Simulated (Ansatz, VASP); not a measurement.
## Li: VASP beside Ansatz

Contents of INCAR:

```
SYSTEM = Li
  PREC = Accurate
  ENCUT = 520
  EDIFF = 1E-6
  ISMEAR = -1
  SIGMA = 0.05
  LREAL = .FALSE.
  LASPH = .TRUE.
  NELM = 60
  ALGO = Normal
  ISIF = 2
  LWAVE = .FALSE.
  LCHARG = .TRUE.
  GGA = PS
  LELF = .TRUE.
  LVHAR = .TRUE.
  NBANDS = 12
```

The input KPOINTS:

```
regular mesh
0
G
  12 12 12
  0 0 0
```

POSCAR

```
Li
1.0
    1.5815089450      0.9130846151      7.5883000000
   -1.5815089450      0.9130846151      7.5883000000
    0.0000000000     -1.8261692303      7.5883000000
Li
3
Direct
    0.0000000000      0.0000000000      0.0000000000
    0.2220000000      0.2220000000      0.2220000000
    0.7780000000      0.7780000000      0.7780000000
```

Input for Ansatz:

```yaml
crystal:
  lattice:
    - [1.581508945, 0.9130846151, 7.5883]
    - [-1.581508945, 0.9130846151, 7.5883]
    - [0.0, -1.8261692303, 7.5883]
  atoms:
    - { symbol: Li, position: [0.0, 0.0, 0.0] }
    - { symbol: Li, position: [0.222, 0.222, 0.222] }
    - { symbol: Li, position: [0.778, 0.778, 0.778] }
kpoints:
  mp_grid: { grid: [12, 12, 12] }
  band_path:
    path:
      - [0.0, 0.0, 0.0]
      - [0.5, 0.5, 0.5]
      - [0.823680789, 0.176319211, 0.5]
      - [0.5, -0.176319211, 0.176319211]
      - [0.5, 0.0, 0.0]
      - [0.0, 0.0, 0.0]
      - [0.3381596055, -0.3381596055, 0.0]
      - [0.6618403945, 0.0, 0.3381596055]
      - [0.5, 0.0, 0.5]
    npoints: 5
scf:
  occupations: { method: fermi_dirac, width: 0.05 }
hamiltonian:
  xc: pbesol
  pseudopotentials: { kind: all_electron, lapw: { basis_error: 0.001 } }
output:
  forces: true
  stress: true
  eigenvalues: true
```

Change from the starting cell: equal xx and yy strain of +2 %.

Alike in both runs: task single point; functional PBEsol; k mesh 12 × 12 × 12; occupations fermi-dirac, width 0.05 eV; no spin polarisation.

|  | VASP | Ansatz |
| --- | --- | --- |
| version | VASP 6.6.1 | Ansatz 0.2.0 |
| potentials or method | VASP PAW PBE potentials, release 64 (Li_sv), cutoff 520 eV | all-electron LAPW, scalar-relativistic |

```csv
,VASP,Ansatz,Ansatz less VASP
rms of the force components (eV/Å),0.004,0.004,-0.0001
```

VASP's potentials were made for PBE, not for PBEsol. Atom by atom the forces differ by 0.000 eV/Å (rms over components). Ansatz ran all-electron here, and VASP with PAW potentials.

Noted on VASP's run: the cutoff is under 1.25 times that of the potentials, so the pressure is a little rough.
